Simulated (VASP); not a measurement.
# TiSi2 (Cmcm) in VASP: a series of runs

The runs below take TiSi2 through single point, with PBEsol.

Everything below comes from runs of VASP 6.6.1. Logs are shortened: lines on timing, memory, paths and dates and some standing lists are left out, and cuts for length are marked.

## Step 1: The cell of the first run

The structure is orthorhombic, space group Cmcm (No. 63). Conventional cell: a = 3.524 Å, b = 13.395 Å, c = 3.562 Å, α = 90.00°, β = 90.00°, γ = 90.00°. Ti (site symmetry m2m) has 10 Si at 2.57 to 2.80 Å and 6 Ti at 3.28 to 3.56 Å within 3.6 Å. Within 3.2 Å of Si (site symmetry m2m) lie 6 Si at 2.40 to 3.11 Å and 6 Ti at 2.57 to 2.80 Å. Within 3.3 Å of Si (site symmetry m2m) lie 8 Si at 2.51 to 3.11 Å and 4 Ti at 2.65 to 2.66 Å.

## Step 2: Single point, PBEsol

Contents of INCAR:

```
PREC = Accurate ; ENCUT = 520
EDIFF = 1E-7 ; ISMEAR = 0
SIGMA = 0.1 ; LREAL = False
LASPH = True ; NELM = 80
ALGO = Normal ; ISIF = 2
LWAVE = False ; LCHARG = False
GGA = PS ; NBANDS = 29
```

Contents of KPOINTS:

```
regular mesh
0
Gamma
  10 10 10
```

Contents of POSCAR:

```
TiSi2
1.0
    1.7620765761     -6.6977314377      0.0000000000
    1.7620765761      6.6977314377      0.0000000000
    0.0000000000      0.0000000000      3.5616479342
Ti Si
2 4
Direct
    0.8973838656      0.1026161344      0.7500000000
    0.1026161344      0.8973838656      0.2500000000
    0.5598450510      0.4401549490      0.7500000000
    0.4401549490      0.5598450510      0.2500000000
    0.2497486249      0.7502513751      0.7500000000
    0.7502513751      0.2497486249      0.2500000000
```

Potentials or basis: VASP PAW PBE potentials, release 64 (Ti_sv, Si).

Started as:

```bash
> cat potpaw_PBE.64/Ti_sv/POTCAR potpaw_PBE.64/Si/POTCAR > POTCAR
> mpirun -np 1 vasp_std > vasp.out
```

OUTCAR:

```text
PREC = Accurate
   ENCUT = 520
   EDIFF = 1E-7
   ISMEAR = 0
   LREAL = False
   LASPH = True
   NELM = 80
   ISIF = 2
   GGA = PS

 ion  position               nearest neighbor table
   1  0.897  0.103  0.750-   4 2.57   4 2.57   4 2.57   4 2.57   5 2.65   5 2.65   6 2.66   6 2.66
                             3 2.80   3 2.80
   2  0.103  0.897  0.250-   3 2.57   3 2.57   3 2.57   3 2.57   6 2.65   6 2.65   5 2.66   5 2.66
                             4 2.80   4 2.80
   3  0.560  0.440  0.750-   4 2.40   4 2.40   2 2.57   2 2.57   2 2.57   2 2.57   1 2.80   1 2.80
                             5 3.09   5 3.09   6 3.11   6 3.11
   4  0.440  0.560  0.250-   3 2.40   3 2.40   1 2.57   1 2.57   1 2.57   1 2.57   2 2.80   2 2.80
                             6 3.09   6 3.09   5 3.11   5 3.11
   5  0.250  0.750  0.750-   6 2.51   6 2.51   6 2.51   6 2.51   1 2.65   1 2.65   2 2.66   2 2.66
                             3 3.09   3 3.09   4 3.11   4 3.11
   6  0.750  0.250  0.250-   5 2.51   5 2.51   5 2.51   5 2.51   2 2.65   2 2.65   1 2.66   1 2.66
                             4 3.09   4 3.09   3 3.11   3 3.11

  LATTYP: Found a base centered orthorhombic cell.
 ALAT       =     3.5241531522
 B/A-ratio  =     3.8010444770
 C/A-ratio  =     1.0106393736

  Lattice vectors:

 A1 = (   1.7620765761,  -6.6977314377,   0.0000000000)
 A2 = (   1.7620765761,   6.6977314377,   0.0000000000)
 A3 = (   0.0000000000,   0.0000000000,   3.5616479342)

Analysis of symmetry for initial positions (statically):
=====================================================================
 Subroutine PRICEL returns:
 Original cell was already a primitive cell.

 Routine SETGRP: Setting up the symmetry group for a
 base centered orthorhombic supercell.

 Subroutine GETGRP returns: Found  8 space group operations
 (whereof  4 operations were pure point group operations)
 out of a pool of  8 trial point group operations.

The static configuration has the point symmetry C_2h.
 The point group associated with its full space group is D_2h.

Analysis of symmetry for dynamics (positions and initial velocities):
=====================================================================
 Subroutine PRICEL returns:
 Original cell was already a primitive cell.

 Routine SETGRP: Setting up the symmetry group for a
 base centered orthorhombic supercell.

 Subroutine GETGRP returns: Found  8 space group operations
 (whereof  4 operations were pure point group operations)
 out of a pool of  8 trial point group operations.

The dynamic configuration has the point symmetry C_2h.
 The point group associated with its full space group is D_2h.
[... 112 lines left out ...]
   NFREE  =      0    steps in history (QN), initial steepest desc. (CG)
   ISIF   =      2    stress and relaxation
   ISYM   =      2    0-nonsym 1-usesym 2-fastsym
   POTIM  = 0.5000    time-step for ionic-motion
   TEBEG  =    0.0;   TEEND  =   0.0 temperature during run
   PSTRESS=    0.0 pullay stress
   NELECT =      40.0000    total number of electrons
   NUPDOWN=      -1.0000    fix difference up-down
   EMIN   =  10.00;   EMAX   =-10.00  energy-range for DOS
   EFERMI =   0.00;   METHOD = LEGACY
   ISMEAR =     0;   SIGMA  =   0.10  broadening in eV -4-tet -1-fermi 0-gaus
   EFERMI_NEDOS =   21; number of points for ismear=-14 and -15
   IALGO  =     38    algorithm
   IMIX   =      4    mixing-type and parameters
     AMIX     =   0.40;   BMIX     =  1.00
     AMIX_MAG =   1.60;   BMIX_MAG =  1.00
  volume/ion in A,a.u.               =      14.01        94.55
  Fermi-wavevector in a.u.,A,eV,Ry     =   1.278057  2.415178 22.224171  1.633431
  Thomas-Fermi vector in A             =   2.410622
   LORBIT       =      0    0 simple, 1 ext, 2 COOP (PROOUT), +10 PAW based schemes
   GGA     = PS    functional components
   LHFCALC =     F    Hartree Fock is set to
   AEXX    =    0.0000 exact exchange contribution
   IVDW    =     0    specifies the selected vdW correction
   LEPSILON=     F    determine dielectric tensor
   LRPA    =     F    only Hartree local field effects (RPA)
 non-spin polarized calculation
 Gauss-broadening in eV      SIGMA  =   0.10
  energy-cutoff  :      520.00
  volume of cell :       84.07
 maximum number of plane-waves:      2295
 NGX is ok and might be reduce to    54
   NGX = 25   NGY = 25   NGZ = 13

 number of electron      40.0000002 magnetization

 Free energy of the ion-electron system (eV)
  ---------------------------------------------------
  ext. energy  EPLUGINS =         0.00000000
  ---------------------------------------------------
  free energy    TOTEN  =       -43.69471640 eV

  energy without entropy =      -43.68699961  energy(sigma->0) =      -43.69085801

 E-fermi :  10.6132     XC(G=0): -11.7868

 val. band max:       10.6124651361   @ k =   0.5000   0.5000   0.4000
 cond. band min:      10.6190666831   @ k =   0.4000   0.0000   0.0000
 fundamental gap:      0.0066015470
 Fermi energy:        10.6131653392

 k-point     1 :       0.0000    0.0000    0.0000
  band No.  band energies     occupation
      1     -45.9158      2.00000
      2     -45.9048      2.00000
      3     -22.3754      2.00000
      4     -22.3381      2.00000
      5     -22.3374      2.00000
      6     -22.3226      2.00000
[... 757 lines left out ...]
     28      14.0048      0.00000
     29      14.0675      0.00000

 [... further k-points ...]

------------------------ aborting loop because EDIFF is reached ----------------------------------------

  FORCE on cell =-STRESS in cart. coord.  units (eV):
  Direction    XX          YY          ZZ          XY          YZ          ZX
  --------------------------------------------------------------------------------------
  -------------------------------------------------------------------------------------
  Total       -0.4417074     -0.4742713     -0.4275546      0.0000000      0.0000000      0.0000000
  in kB       -8.4180560     -9.0386567     -8.1483317      0.0000000      0.0000000      0.0000000
  external PRESSURE =      -8.5350148 kB  Pullay stress =       0.0000000 kB

 VOLUME and BASIS-vectors are now :
 -----------------------------------------------------------------------------
  energy-cutoff  :      520.00
  volume of cell :       84.07
      direct lattice vectors                 reciprocal lattice vectors
     1.762076576 -6.697731438  0.000000000     0.283756113 -0.074652142  0.000000000
     1.762076576  6.697731438  0.000000000     0.283756113  0.074652142  0.000000000
     0.000000000  0.000000000  3.561647934     0.000000000  0.000000000  0.280768908

 POSITION                                       TOTAL-FORCE (eV/Angst)
 -----------------------------------------------------------------------------------
      1.76208     -5.32314      2.67124         0.000000      0.003174     -0.000000
      1.76208      5.32314      0.89041         0.000000     -0.003174      0.000000
      1.76208     -0.80165      2.67124         0.000000      0.005340      0.000000
      1.76208      0.80165      0.89041         0.000000     -0.005340      0.000000
      1.76208      3.35223      2.67124         0.000000     -0.000049      0.000000
      1.76208     -3.35223      0.89041         0.000000      0.000049      0.000000
 -----------------------------------------------------------------------------------
    total drift:                                0.000000     -0.000000      0.000000

  FREE ENERGIE OF THE ION-ELECTRON SYSTEM (eV)
  ---------------------------------------------------
  free  energy   TOTEN  =       -43.6947164033 eV

  energy  without entropy=      -43.6869996112  energy(sigma->0) =      -43.69085801
```

OSZICAR:

```text
N       E                     dE             d eps       ncg     rms          rms(c)
DAV:   1     0.387585674333E+03    0.38759E+03   -0.18822E+04 10788   0.147E+03
DAV:   2    -0.152018251343E+01   -0.38911E+03   -0.37810E+03 10858   0.429E+02
DAV:   3    -0.440844931188E+02   -0.42564E+02   -0.41716E+02 17831   0.119E+02
DAV:   4    -0.474769834547E+02   -0.33925E+01   -0.33668E+01 15526   0.300E+01
DAV:   5    -0.476569816216E+02   -0.18000E+00   -0.17994E+00 16177   0.592E+00    0.197E+01
DAV:   6    -0.445097843286E+02    0.31472E+01   -0.37278E+01 15051   0.423E+01    0.766E+00
DAV:   7    -0.438185910490E+02    0.69119E+00   -0.89155E+00 14467   0.218E+01    0.590E+00
DAV:   8    -0.436969040822E+02    0.12169E+00   -0.88180E-01 14386   0.699E+00    0.925E-01
DAV:   9    -0.436942389067E+02    0.26652E-02   -0.68773E-02 15425   0.185E+00    0.644E-01
DAV:  10    -0.436948955473E+02   -0.65664E-03   -0.10447E-02 15225   0.796E-01    0.218E-01
DAV:  11    -0.436947369157E+02    0.15863E-03   -0.25822E-03 15209   0.381E-01    0.414E-02
DAV:  12    -0.436947159634E+02    0.20952E-04   -0.18142E-04 14311   0.100E-01    0.105E-02
DAV:  13    -0.436947163265E+02   -0.36311E-06   -0.10351E-05 15981   0.195E-02    0.375E-03
DAV:  14    -0.436947163517E+02   -0.25141E-07   -0.40902E-06 15730   0.147E-02    0.406E-03
DAV:  15    -0.436947163875E+02   -0.35815E-07   -0.11927E-06 14228   0.862E-03    0.919E-04
DAV:  16    -0.436947164033E+02   -0.15788E-07   -0.42196E-08  8009   0.179E-03
   1 F= -.43694716E+02 E0= -.43690858E+02  d E =-.771679E-02
```

stdout:

```text
POSCAR found type information on POSCAR TiSi
 POSCAR found :  2 types and       6 ions
 scaLAPACK will be used
 -----------------------------------------------------------------------------
|                                                                             |
|                                                                             |
|     You enforced a specific xc type in the INCAR file but a different       |
|     I HOPE YOU KNOW WHAT YOU ARE DOING!                                     |
|                                                                             |
 -----------------------------------------------------------------------------

 LDA part: xc-table for (Slater+PW92), standard interpolation
 POSCAR, INCAR and KPOINTS ok, starting setup
 FFT: planning ... GRIDC
 FFT: planning ... GRID_SOFT
 FFT: planning ... GRID
 WAVECAR not read
 entering main loop
```

It took 8.4 min on 1 thread of Intel Xeon 6975P-C (Granite Rapids), shared host; peak memory 0.53 GiB.

Results:

- Free energy: -43.6947 eV
- Pressure: -0.9 GPa
- Largest force: 0.005 eV/Å
- Band gap on the k mesh: zero (bands 20 and 21 overlap by 1.01 eV)

Forces on the atoms (eV/Å):
```
Ti   0.000  0.003  0.000
Ti   0.000 -0.003  0.000
Si   0.000  0.005  0.000
Si   0.000 -0.005  0.000
Si   0.000  0.000  0.000
Si   0.000  0.000  0.000
```

Levels at points of the mesh, in eV from the Fermi level:
```tsv
k point	band 16	band 17	band 18	band 19	band 20	band 21	band 22	band 23	band 24	band 25
(0.00, 0.00, 0.00)	-2.51	-2.18	-2.03	-2.01	0.45	0.80	0.82	0.90	1.33	1.37
(0.50, 0.00, 0.00)	-2.51	-1.73	-1.37	-0.65	-0.57	-0.56	1.22	1.50	1.66	1.84
(0.50, 0.50, 0.00)	-2.58	-2.53	-1.90	-1.17	0.37	0.65	0.70	0.92	1.21	2.18
(0.00, 0.00, 0.50)	-2.34	-1.64	-1.64	-0.03	-0.03	0.99	0.99	1.53	1.53	1.64
(0.50, 0.00, 0.50)	-4.06	-3.16	-3.16	-2.48	-2.48	1.77	1.77	1.89	1.89	2.53
(0.50, 0.50, 0.50)	-3.38	-2.08	-2.08	-0.88	-0.88	0.53	0.53	1.67	1.67	2.47
```

Caveat: the PAW data sets were made with another functional, which shifts forces and pressure a little.

[end of part 1 of 2]
